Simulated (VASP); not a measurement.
Wanted: the native input for a VASP 6.6.1 run.

```
Task                   : single point
Functional             : PBE
Potentials or basis    : VASP PAW PBE potentials, release 64 (Sc_sv, Al, N)
Cutoff                 : 520 eV
k mesh                 : 14 × 14 × 14
Occupations            : gaussian, width 0.1 eV
Spin                   : no spin polarisation
Dipole correction      : no
Further INCAR settings : ALGO = Normal; EDIFF = 1e-06; NBANDS = 26
```

The structure of Sc2AlN2 lies in POSCAR:

```
Sc2AlN2
1.0
   -1.6542262878      1.6542262878      6.2881778602
    1.6542262878     -1.6542262878      6.2881778602
    1.6542262878      1.6542262878     -6.2881778602
Sc Al N
2 1 2
Direct
    0.6631262457      0.6631262457      0.0000000000
    0.3368737543      0.3368737543      0.0000000000
    0.0000000000      0.0000000000      0.0000000000
    0.8388881091      0.8388881091      0.0000000000
    0.1611118909      0.1611118909      0.0000000000
```

The input as run:

INCAR

```
PREC = Accurate ; ENCUT = 520
EDIFF = 1E-6 ; ISMEAR = 0
SIGMA = 0.1 ; LREAL = False
LASPH = True ; NELM = 80
ALGO = Normal ; ISIF = 2
LWAVE = False ; LCHARG = False
GGA = PE ; NBANDS = 26
```

KPOINTS

```
regular mesh
0
Gamma
  14 14 14
```

Potentials or basis: VASP PAW PBE potentials, release 64 (Sc_sv, Al, N).

Run with:

```bash
$ cat potpaw_PBE.64/Sc_sv/POTCAR potpaw_PBE.64/Al/POTCAR potpaw_PBE.64/N/POTCAR > POTCAR
$ mpirun -np 1 vasp_std > vasp.out
```

It gave:

```yaml
Pressure: -11.8 GPa
Largest_force: 0.032 eV/Å
Band_gap_on_the_k_mesh: zero (an odd number of electrons rules out a gap without spin polarisation)
```

Caveat: the cell stands under tension.

It took 33 min on 1 thread of AMD EPYC 7R43 64-Core Processor (Zen 3), with other jobs on the host, peak memory 0.6 GiB.
